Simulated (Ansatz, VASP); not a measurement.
**MoS2 in VASP and in Ansatz**

```
CELL_PARAMETERS angstrom
1.58550 0.91539 6.11500
-1.58550 0.91539 6.11500
0.00000 -3.66156 12.23000
ATOMIC_POSITIONS crystal
Mo 0.00000 0.00000 0.00000
Mo 0.00000 0.00000 0.50000
S 0.75000 0.75000 0.37500
S 0.25000 0.25000 0.12500
S 0.75000 0.75000 0.87500
S 0.25000 0.25000 0.62500
```

Alike in both runs: task single point; functional PBEsol; k mesh 8 × 8 × 4; occupations gaussian, width 0.05 eV; no spin polarisation; Hubbard terms Mo d U = 4.5 eV.

|  | VASP | Ansatz |
| --- | --- | --- |
| version | VASP 6.6.1 | Ansatz 0.2.0 |
| potentials or method | VASP PAW PBE potentials, release 64 (Mo_sv, S), cutoff 500 eV | scalar-relativistic, plane waves, PAW |
| valence electrons in the cell | 52 | 52 |

|  | VASP | Ansatz | Ansatz less VASP |
| --- | --- | --- | --- |
| gap on the k mesh at the Fermi level (eV) | none | none | - |
| pressure (GPa) | 5.6 | 2.7 | -2.90 |
| rms of the force components (eV/Å) | 0.462 | 0.329 | -0.1323 |

VASP's potentials were made for PBE, not for PBEsol. The programs project onto different local orbitals, so the same U acts differently, and such runs can settle in different states. A gap of «none» marks a metal or a gap that the smearing closes. Ansatz's warnings: filled band counts differ across k points.
